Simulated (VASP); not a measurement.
**InP: vibrations by perturbation theory with LDA**

InP:

```
CELL_PARAMETERS angstrom
0.00000 2.69041 2.69041
2.69041 0.00000 2.69041
2.69041 2.69041 0.00000
ATOMIC_POSITIONS crystal
In 0.00000 0.00000 0.00000
P 0.50000 0.50000 0.50000
```

```yaml
Program: VASP 6.6.1
Task: vibrations by perturbation theory
Functional: LDA
Potentials_or_basis: VASP PAW LDA potentials, release 64 (In_d, P)
Cutoff: 520 eV
k_mesh: 14 × 14 × 14
Occupations: fermi-dirac, width 0.15 eV
Spin: no spin polarisation
Dipole_correction: no
Further_INCAR_settings: ALGO = Normal; EDIFF = 1e-08; NBANDS = 16; IBRION = 8; NSW = 1
```

| Item | Value |
| --- | --- |
| Highest phonon frequency at Γ, LO-TO splitting left out | 189 cm⁻¹ |

Phonon frequencies in cm⁻¹ (negative: imaginary):
```
              q point        frequencies
(0.000, 0.000, 0.000)  0 0 0 189 189 189
```

Wall time 13 min on 1 thread of Intel Xeon 8259CL, with other jobs on the host, peak memory 0.41 GiB.

Caveat: the cell stands under pressure or tension, which shifts response properties.
